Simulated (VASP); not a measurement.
The system is SiIrRu3.

```
Si Ru Ir
1.0
     4.09075    0.00000    0.00000
     0.00000    4.09075    0.00000
     0.00000    0.00000    4.09075
Si Ru Ir
1 3 1
Cartesian
  0.0000 0.0000 0.0000
  2.0454 0.0000 0.0000
  0.0000 2.0454 0.0000
  0.0000 0.0000 2.0454
  2.0454 2.0454 2.0454
```

- Program: VASP 6.6.1
- Task: relaxation of cell and atoms
- Functional: PBE
- Potentials or basis: VASP PAW PBE potentials, release 64 (Si, Ru_pv, Ir)
- Cutoff: 600 eV
- k mesh: 4 × 4 × 4
- Occupations: gaussian, width 0.1 eV
- Spin: no spin polarisation

At the start: pressure 40.7 GPa; volume 13.69 Å³/atom.

Problem. Where does the relaxation end?

Solution. Over 3 steps the energy falls by 247.2 meV/atom and the volume is 15.92 Å³/atom (+16.3 %); space group Pm-3m (No. 221, to 0.05 Å).

Step by step:
| step | energy change (eV) | largest force (eV/Å) | pressure (GPa) | volume (Å³) |
| --- | --- | --- | --- | --- |
| 1 | 0.0000 | 0.0000 | 40.71 | 68.46 |
| 2 | 2.7214 | 0.0000 | -26.56 | 109.02 |
| 3 | -1.2361 | 0.0000 | 0.33 | 79.62 |

Final structure:
```
CELL_PARAMETERS angstrom
4.30204 0.00000 0.00000
0.00000 4.30204 0.00000
0.00000 0.00000 4.30204
ATOMIC_POSITIONS crystal
Si 0.00000 0.00000 0.00000
Ru 0.50000 0.00000 0.00000
Ru 0.00000 0.50000 0.00000
Ru 0.00000 0.00000 0.50000
Ir 0.50000 0.50000 0.50000
```

Caveat: the k points lie up to 0.37 Å⁻¹ apart in the final cell; the volume moved by over 15 % at a fixed basis, so the end points are rough.
